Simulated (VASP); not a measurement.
# HfHF3 (Pm-3m) in VASP: a series of runs

The runs below take HfHF3 through single point, relaxation of cell and atoms, with PBE.

Everything below comes from runs of VASP 6.6.1. Logs are shortened: lines on timing, memory, paths and dates and some standing lists are left out, and cuts for length are marked.

## 1. The cell of the first run

It takes space group Pm-3m (No. 221, cubic). The conventional cell has a = 3.590 Å, b = 3.590 Å, c = 3.590 Å, α = 90.00°, β = 90.00°, γ = 90.00°. Within 3.4 Å of Hf (site symmetry m-3m) lie 12 F at 2.54 Å and 8 H at 3.11 Å. Within 2.4 Å of H (site symmetry m-3m) lie 6 F at 1.80 Å. F (site symmetry 4/mmm) has 2 H at 1.80 Å within 2.4 Å.

## 2. Single point, PBE

File INCAR:

```
PREC     = Accurate       # precision mode
ENCUT    = 520            # plane-wave cutoff, eV
EDIFF    = 1E-6           # SCF threshold, eV
ISMEAR   = 0              # smearing method
SIGMA    = 0.1            # smearing width, eV
LREAL    = F              # projectors in reciprocal space
LASPH    = T              # aspherical terms in the spheres
NELM     = 80             # most SCF steps
ALGO     = Normal         # electronic algorithm
ISIF     = 2              # what is computed and relaxed
LWAVE    = F              # write WAVECAR
LCHARG   = F              # write CHGCAR
GGA      = PE             # functional
NBANDS   = 24             # bands
```

File KPOINTS:

```
Automatic mesh
0
Gamma
  6 6 6
```

File POSCAR:

```
HfHF3
1.0
    3.5902897364      0.0000000000      0.0000000000
    0.0000000000      3.5902897364      0.0000000000
    0.0000000000      0.0000000000      3.5902897364
Hf H F
1 1 3
Direct
    0.5000000000      0.5000000000      0.5000000000
    0.0000000000      0.0000000000      0.0000000000
    0.5000000000      0.0000000000      0.0000000000
    0.0000000000      0.5000000000      0.0000000000
    0.0000000000      0.0000000000      0.5000000000
```

Potentials or basis: VASP PAW PBE potentials, release 64 (Hf_pv, H, F).

Run with:

```bash
cat potpaw_PBE.64/Hf_pv/POTCAR potpaw_PBE.64/H/POTCAR potpaw_PBE.64/F/POTCAR > POTCAR
mpirun -np 1 vasp_std > vasp.out
```

OUTCAR:

```text
PREC = Accurate
   ENCUT = 520
   EDIFF = 1E-6
   ISMEAR = 0
   LREAL = F
   LASPH = T
   NELM = 80
   ISIF = 2
   GGA = PE

 ion  position               nearest neighbor table
   1  0.500  0.500  0.500-   3 2.54   4 2.54   5 2.54   3 2.54   4 2.54   3 2.54   5 2.54   3 2.54
                             4 2.54   5 2.54   4 2.54   5 2.54
   2  0.000  0.000  0.000-
   3  0.500  0.000  0.000-   1 2.54   1 2.54   1 2.54   1 2.54
   4  0.000  0.500  0.000-   1 2.54   1 2.54   1 2.54   1 2.54
   5  0.000  0.000  0.500-   1 2.54   1 2.54   1 2.54   1 2.54

  LATTYP: Found a simple cubic cell.
 ALAT       =     3.5902897364

  Lattice vectors:

 A1 = (   3.5902897364,   0.0000000000,   0.0000000000)
 A2 = (   0.0000000000,   3.5902897364,   0.0000000000)
 A3 = (   0.0000000000,   0.0000000000,   3.5902897364)

Analysis of symmetry for initial positions (statically):
=====================================================================
 Subroutine PRICEL returns:
 Original cell was already a primitive cell.

 Routine SETGRP: Setting up the symmetry group for a
 simple cubic supercell.

 Subroutine GETGRP returns: Found 48 space group operations
 (whereof 48 operations were pure point group operations)
 out of a pool of 48 trial point group operations.

The static configuration has the point symmetry O_h .

Analysis of symmetry for dynamics (positions and initial velocities):
=====================================================================
 Subroutine PRICEL returns:
 Original cell was already a primitive cell.

 Routine SETGRP: Setting up the symmetry group for a
 simple cubic supercell.

 Subroutine GETGRP returns: Found 48 space group operations
 (whereof 48 operations were pure point group operations)
 out of a pool of 48 trial point group operations.

The dynamic configuration has the point symmetry O_h .

 Subroutine INISYM returns: Found 48 space group operations
 (whereof 48 operations are pure point group operations),
 and found     1 'primitive' translations

----------------------------------------------------------------------------------------

                                     Primitive cell

  volume of cell :      46.2795

  direct lattice vectors                    reciprocal lattice vectors
     3.590289736  0.000000000  0.000000000     0.278529053  0.000000000  0.000000000
     0.000000000  3.590289736  0.000000000     0.000000000  0.278529053  0.000000000
     0.000000000  0.000000000  3.590289736     0.000000000  0.000000000  0.278529053

  length of vectors
     3.590289736  3.590289736  3.590289736     0.278529053  0.278529053  0.278529053

  position of ions in fractional coordinates (direct lattice)
     0.500000000  0.500000000  0.500000000
     0.000000000  0.000000000  0.000000000
     0.500000000  0.000000000  0.000000000
     0.000000000  0.500000000  0.000000000
     0.000000000  0.000000000  0.500000000

  ion indices of the primitive-cell ions
   primitive index   ion index
                 1           1
                 2           2
                 3           3
                 4           4
                 5           5

----------------------------------------------------------------------------------------

 KPOINTS: Automatic mesh

Automatic generation of k-mesh.
 Grid dimensions read from file:
 generate k-points for:    6    6    6

 Generating k-lattice:

  Cartesian coordinates                     Fractional coordinates (reciprocal lattice)
     0.046421509  0.000000000  0.000000000     0.166666667  0.000000000  0.000000000
     0.000000000  0.046421509  0.000000000     0.000000000  0.166666667  0.000000000
     0.000000000  0.000000000  0.046421509     0.000000000  0.000000000  0.166666667

  Length of vectors
     0.046421509  0.046421509  0.046421509

  Shift w.r.t. Gamma in fractional coordinates (k-lattice)
     0.000000000  0.000000000  0.000000000

 Subroutine IBZKPT returns following result:
 ===========================================

 Found     20 irreducible k-points:

 Following reciprocal coordinates:
            Coordinates               Weight
  0.000000  0.000000  0.000000      1.000000
  0.166667  0.000000  0.000000      6.000000
  0.333333  0.000000  0.000000      6.000000
  0.500000  0.000000  0.000000      3.000000
  0.166667  0.166667  0.000000     12.000000
  0.333333  0.166667  0.000000     24.000000
[... 12 lines left out ...]
  0.500000  0.500000  0.333333      6.000000
  0.500000  0.500000  0.500000      1.000000
   k-points           NKPTS =     20   k-points in BZ     NKDIM =     20   number of bands    NBANDS=     24
   number of dos      NEDOS =    301   number of ions     NIONS =      5
   total plane-waves  NPLWV =  21952
   dimension x,y,z NGX =    28 NGY =   28 NGZ =   28
   dimension x,y,z NGXF=    56 NGYF=   56 NGZF=   56
   ions per type =               1   1   3
   NGX,Y,Z   is equivalent  to a cutoff of  12.97, 12.97, 12.97 a.u.
   NGXF,Y,Z  is equivalent  to a cutoff of  25.93, 25.93, 25.93 a.u.
 SYSTEM =  unknown system
   PREC   = accura    normal or accurate (medium, high low for compatibility)
   ISTART =      0    job   : 0-new  1-cont  2-samecut
   ICHARG =      2    charge: 1-file 2-atom 10-const
   ISPIN  =      1    spin polarized calculation?
   LNONCOLLINEAR =      F non collinear calculations
   LSORBIT =      F    spin-orbit coupling
   LASPH  =      T    aspherical Exc in radial PAW
   ENCUT  =  520.0 eV  38.22 Ry    6.18 a.u.   6.68  6.68  6.68*2*pi/ulx,y,z
   NELM   =     80;   NELMIN=  2; NELMDL= -5     # of ELM steps
   EDIFF  = 0.1E-05   stopping-criterion for ELM
   LREAL  =      F    real-space projection
   EDIFFG = 0.1E-04   stopping-criterion for IOM
   NSW    =      0    number of steps for IOM
   IBRION =     -1    ionic relax: 0-MD 1-quasi-New 2-CG
   NFREE  =      0    steps in history (QN), initial steepest desc. (CG)
   ISIF   =      2    stress and relaxation
   ISYM   =      2    0-nonsym 1-usesym 2-fastsym
   POTIM  = 0.5000    time-step for ionic-motion
   TEBEG  =    0.0;   TEEND  =   0.0 temperature during run
   PSTRESS=    0.0 pullay stress
   NELECT =      32.0000    total number of electrons
   NUPDOWN=      -1.0000    fix difference up-down
   EMIN   =  10.00;   EMAX   =-10.00  energy-range for DOS
   EFERMI =   0.00;   METHOD = LEGACY
   ISMEAR =     0;   SIGMA  =   0.10  broadening in eV -4-tet -1-fermi 0-gaus
   EFERMI_NEDOS =   21; number of points for ismear=-14 and -15
   IALGO  =     38    algorithm
   IMIX   =      4    mixing-type and parameters
     AMIX     =   0.40;   BMIX     =  1.00
     AMIX_MAG =   1.60;   BMIX_MAG =  1.00
  volume/ion in A,a.u.               =       9.26        62.46
  Fermi-wavevector in a.u.,A,eV,Ry     =   1.447645  2.735652 28.513393  2.095675
  Thomas-Fermi vector in A             =   2.565576
   LORBIT       =      0    0 simple, 1 ext, 2 COOP (PROOUT), +10 PAW based schemes
   GGA     = PE    functional components
   LHFCALC =     F    Hartree Fock is set to
   AEXX    =    0.0000 exact exchange contribution
   IVDW    =     0    specifies the selected vdW correction
   LEPSILON=     F    determine dielectric tensor
   LRPA    =     F    only Hartree local field effects (RPA)
 non-spin polarized calculation
 Gauss-broadening in eV      SIGMA  =   0.10
  energy-cutoff  :      520.00
  volume of cell :       46.28
 maximum number of plane-waves:      1262
 NGX is ok and might be reduce to    28
   NGX = 13   NGY = 13   NGZ = 13

 number of electron      32.0000040 magnetization

 Free energy of the ion-electron system (eV)
  ---------------------------------------------------
  ext. energy  EPLUGINS =         0.00000000
  ---------------------------------------------------
  free energy    TOTEN  =       -24.99588940 eV

  energy without entropy =      -24.97555242  energy(sigma->0) =      -24.98572091

 E-fermi :   6.8994     XC(G=0): -11.5451

 val. band max:        6.8772823545   @ k =   0.3333   0.1667   0.1667
 cond. band min:       6.9111868269   @ k =   0.5000   0.5000   0.5000
 fundamental gap:      0.0339044724
 Fermi energy:         6.8993547507

 k-point     1 :       0.0000    0.0000    0.0000
  band No.  band energies     occupation
      1     -26.8646      2.00000
      2     -26.8646      2.00000
      3     -26.8646      2.00000
      4     -20.6985      2.00000
      5     -19.0906      2.00000
      6     -19.0906      2.00000
[... 16 lines left out ...]
     23      16.5595      0.00000
     24      19.8428      0.00000

 k-point     2 :       0.1667    0.0000    0.0000
  band No.  band energies     occupation
      1     -26.9148      2.00000
      2     -26.8611      2.00000
      3     -26.8611      2.00000
      4     -20.5677      2.00000
      5     -19.1682      2.00000
      6     -19.0807      2.00000
[... 16 lines left out ...]
     23      16.5586      0.00000
     24      18.4552      0.00000

 k-point     3 :       0.3333    0.0000    0.0000
  band No.  band energies     occupation
      1     -27.0124      2.00000
      2     -26.8541      2.00000
      3     -26.8541      2.00000
      4     -20.2393      2.00000
      5     -19.3922      2.00000
      6     -19.0591      2.00000
[... 16 lines left out ...]
     23      15.0544      0.00000
     24      16.5639      0.00000
[... 406 lines left out ...]
 k-point    19 :       0.5000    0.5000    0.3333
  band No.  band energies     occupation
      1     -26.9723      2.00000
      2     -26.9723      2.00000
      3     -26.9299      2.00000
      4     -19.5862      2.00000
      5     -19.5406      2.00000
      6     -19.5406      2.00000
[... 16 lines left out ...]
     23      15.1536      0.00000
     24      15.1536      0.00000

 k-point    20 :       0.5000    0.5000    0.5000
  band No.  band energies     occupation
      1     -26.9604      2.00000
      2     -26.9604      2.00000
      3     -26.9604      2.00000
      4     -19.5664      2.00000
      5     -19.5664      2.00000
      6     -19.5664      2.00000
[... 16 lines left out ...]
     23      15.6666      0.00000
     24      15.6666      0.00000

------------------------ aborting loop because EDIFF is reached ----------------------------------------

  FORCE on cell =-STRESS in cart. coord.  units (eV):
  Direction    XX          YY          ZZ          XY          YZ          ZX
  --------------------------------------------------------------------------------------
  -------------------------------------------------------------------------------------
  Total       -0.5053879     -0.5053879     -0.5053879      0.0000000     -0.0000000      0.0000000
  in kB      -17.4963304    -17.4963304    -17.4963304      0.0000000     -0.0000000      0.0000000
  external PRESSURE =     -17.4963304 kB  Pullay stress =       0.0000000 kB

 VOLUME and BASIS-vectors are now :
 -----------------------------------------------------------------------------
  energy-cutoff  :      520.00
  volume of cell :       46.28
      direct lattice vectors                 reciprocal lattice vectors
     3.590289736  0.000000000  0.000000000     0.278529053  0.000000000  0.000000000
     0.000000000  3.590289736  0.000000000     0.000000000  0.278529053  0.000000000
     0.000000000  0.000000000  3.590289736     0.000000000  0.000000000  0.278529053

 POSITION                                       TOTAL-FORCE (eV/Angst)
 -----------------------------------------------------------------------------------
      1.79514      1.79514      1.79514         0.000000      0.000000      0.000000
      0.00000      0.00000      0.00000         0.000000      0.000000      0.000000
      1.79514      0.00000      0.00000         0.000000      0.000000      0.000000
      0.00000      1.79514      0.00000         0.000000      0.000000      0.000000
      0.00000      0.00000      1.79514         0.000000      0.000000      0.000000
 -----------------------------------------------------------------------------------
    total drift:                                0.000000      0.000000     -0.000000

  FREE ENERGIE OF THE ION-ELECTRON SYSTEM (eV)
  ---------------------------------------------------
  free  energy   TOTEN  =       -24.9958893978 eV

  energy  without entropy=      -24.9755524170  energy(sigma->0) =      -24.98572091
```

Run time: 16 s. Hardware: 1 thread of Intel Xeon Platinum 8488C (Sapphire Rapids), shared host; peak memory 0.16 GiB.

Results:

```
Free energy            : -24.9959 eV
Pressure               : -1.7 GPa
Band gap on the k mesh : zero (band 16 reaches 7.53 eV, above the bottom of band 17 at 4.99 eV)
```

Levels at points of the mesh, in eV from the Fermi level:
```tsv
k point	band 13	band 14	band 15	band 16	band 17	band 18
(0.00, 0.00, 0.00)	-6.41	-6.41	-6.41	-2.57	-1.91	-1.91
(0.50, 0.00, 0.00)	-8.02	-6.81	-6.81	-0.13	-0.04	0.17
(0.50, 0.50, 0.00)	-7.78	-6.73	-6.27	0.57	0.60	1.73
(0.50, 0.50, 0.50)	-6.59	-6.25	-6.25	0.01	0.01	0.01
```

Caveat: spin-orbit coupling is left out, which moves the levels of the heavy elements.

## 3. Relaxation of cell and atoms, PBE

This run uses another cell than the first one, of 10.70 Å³/atom, 1.156 times its volume.

File INCAR:

```
SYSTEM = HfHF3
PREC = Accurate
ENCUT = 600
EDIFF = 1E-7
ISMEAR = 0
SIGMA = 0.1
LREAL = .False.
LASPH = .True.
NELM = 80
ALGO = Normal
ISIF = 3
LWAVE = .False.
LCHARG = .False.
GGA = PE
IBRION = 2
NSW = 90
EDIFFG = -0.04
```

File KPOINTS:

```
regular mesh
0
Gamma
  4 4 4
  0 0 0
```

POSCAR, as its differences from that of step 2:

```diff
@@ -2,5 +2,5 @@
 1.0
-    3.5902897364      0.0000000000      0.0000000000
-    0.0000000000      3.5902897364      0.0000000000
-    0.0000000000      0.0000000000      3.5902897364
+    3.7678086300      0.0000000000      0.0000000000
+    0.0000000000      3.7678086300      0.0000000000
+    0.0000000000      0.0000000000      3.7678086300
 Hf H F
```

Potentials or basis: VASP PAW PBE potentials, release 64 (Hf_pv, H, F).

Run with:

```bash
cat potpaw_PBE.64/Hf_pv/POTCAR potpaw_PBE.64/H/POTCAR potpaw_PBE.64/F/POTCAR > POTCAR
mpirun -np 1 vasp_std > vasp.out
```

OUTCAR:

```text
SYSTEM = HfHF3
   PREC = Accurate
   ENCUT = 600
   EDIFF = 1E-7
   ISMEAR = 0
   LREAL = .False.
   LASPH = .True.
   NELM = 80
   ISIF = 3
   GGA = PE
   IBRION = 2
   NSW = 90
   EDIFFG = -0.04

 ion  position               nearest neighbor table
   1  0.500  0.500  0.500-   3 2.66   4 2.66   5 2.66   3 2.66   4 2.66   3 2.66   5 2.66   3 2.66
                             4 2.66   5 2.66   4 2.66   5 2.66
   2  0.000  0.000  0.000-
   3  0.500  0.000  0.000-   1 2.66   1 2.66   1 2.66   1 2.66
   4  0.000  0.500  0.000-   1 2.66   1 2.66   1 2.66   1 2.66
   5  0.000  0.000  0.500-   1 2.66   1 2.66   1 2.66   1 2.66

  LATTYP: Found a simple cubic cell.
 ALAT       =     3.7678086300

  Lattice vectors:

 A1 = (   3.7678086300,   0.0000000000,   0.0000000000)
 A2 = (   0.0000000000,   3.7678086300,   0.0000000000)
 A3 = (   0.0000000000,   0.0000000000,   3.7678086300)

Analysis of symmetry for initial positions (statically):
=====================================================================
 Subroutine PRICEL returns:
 Original cell was already a primitive cell.

 Routine SETGRP: Setting up the symmetry group for a
 simple cubic supercell.

 Subroutine GETGRP returns: Found 48 space group operations
 (whereof 48 operations were pure point group operations)
 out of a pool of 48 trial point group operations.

The static configuration has the point symmetry O_h .

Analysis of symmetry for dynamics (positions and initial velocities):
[... 137 lines left out ...]
  volume of cell :       53.49
 maximum number of plane-waves:      1803
   NGX = 15   NGY = 15   NGZ = 15

--------------------------------------- Ionic step        1  -------------------------------------------

 number of electron      32.0000031 magnetization

 Free energy of the ion-electron system (eV)
  ---------------------------------------------------
  ext. energy  EPLUGINS =         0.00000000
  ---------------------------------------------------
  free energy    TOTEN  =       -24.61383697 eV

  energy without entropy =      -24.58952659  energy(sigma->0) =      -24.60168178

 E-fermi :   5.1314     XC(G=0): -10.7935

 val. band max:        5.1230021124   @ k =   0.5000   0.0000   0.0000
 cond. band min:       5.1327704447   @ k =   0.5000   0.5000   0.5000
 fundamental gap:      0.0097683323
 Fermi energy:         5.1313957488

 k-point     1 :       0.0000    0.0000    0.0000
  band No.  band energies     occupation
      1     -28.7314      2.00000
      2     -28.7314      2.00000
      3     -28.7314      2.00000
      4     -20.9444      2.00000
      5     -19.8024      2.00000
      6     -19.8024      2.00000
[... 296 lines left out ...]
--------------------------------------- Ionic step        3  -------------------------------------------

 number of electron      32.0000007 magnetization

 Free energy of the ion-electron system (eV)
  ---------------------------------------------------
  ext. energy  EPLUGINS =         0.00000000
  ---------------------------------------------------
  free energy    TOTEN  =       -25.01167201 eV

  energy without entropy =      -24.98005760  energy(sigma->0) =      -24.99586481

 E-fermi :   7.0793     XC(G=0): -11.6296

 val. band max:        7.0555599620   @ k =   0.5000   0.0000   0.0000
 cond. band min:       7.1110525711   @ k =   0.5000   0.5000   0.5000
 fundamental gap:      0.0554926092
 Fermi energy:         7.0792523128

 k-point     1 :       0.0000    0.0000    0.0000
  band No.  band energies     occupation
      1     -26.6608      2.00000
      2     -26.6608      2.00000
      3     -26.6608      2.00000
      4     -20.6718      2.00000
      5     -19.0074      2.00000
      6     -19.0074      2.00000
[... 251 lines left out ...]
  FREE ENERGIE OF THE ION-ELECTRON SYSTEM (eV)
  ---------------------------------------------------
  free  energy   TOTEN  =       -25.0116720114 eV

  energy  without entropy=      -24.9800576022  energy(sigma->0) =      -24.99586481

 reached required accuracy - stopping structural energy minimisation
```

Run time: 58 s. Hardware: 1 thread of Intel Xeon Platinum 8488C (Sapphire Rapids), shared host; peak memory 0.18 GiB.

What came out:

```
Free energy                            : -25.0117 eV
Relaxed volume                         : 9.11 Å³/atom
Relaxed cell                           : a = 3.571 Å, b = 3.571 Å, c = 3.571 Å, α = 90.00°, β = 90.00°, γ = 90.00°
Space group after relaxing (to 0.05 Å) : Pm-3m (No. 221)
Energy gained by relaxing              : 79.6 meV/atom
Ionic steps                            : 3
Pressure after relaxing                : -0.1 GPa
Band gap on the k mesh                 : zero (band 16 reaches 7.68 eV, above the bottom of band 17 at 5.13 eV)
```

The path:
| step | energy change (eV) | largest force (eV/Å) | pressure (GPa) | volume (Å³) |
| --- | --- | --- | --- | --- |
| 1 | 0.0000 | 0.0000 | -13.90 | 53.49 |
| 2 | -0.3875 | 0.0000 | -2.83 | 46.62 |
| 3 | -0.3978 | 0.0000 | -0.11 | 45.53 |

Final structure:
```cif
data_structure
_symmetry_space_group_name_H-M 'P 1'
_symmetry_Int_Tables_number 1
_cell_length_a 3.5707
_cell_length_b 3.5707
_cell_length_c 3.5707
_cell_angle_alpha 90.000
_cell_angle_beta 90.000
_cell_angle_gamma 90.000
_cell_volume 45.53
loop_
_atom_site_label
_atom_site_type_symbol
_atom_site_fract_x
_atom_site_fract_y
_atom_site_fract_z
_atom_site_occupancy
Hf1 Hf 0.50000 0.50000 0.50000 1
H1 H 0.00000 0.00000 0.00000 1
F1 F 0.50000 0.00000 0.00000 1
F2 F 0.00000 0.50000 0.00000 1
F3 F 0.00000 0.00000 0.50000 1
```

Caveat: the k points lie up to 0.44 Å⁻¹ apart in the final cell; spin-orbit coupling is left out, which moves the levels of the heavy elements.
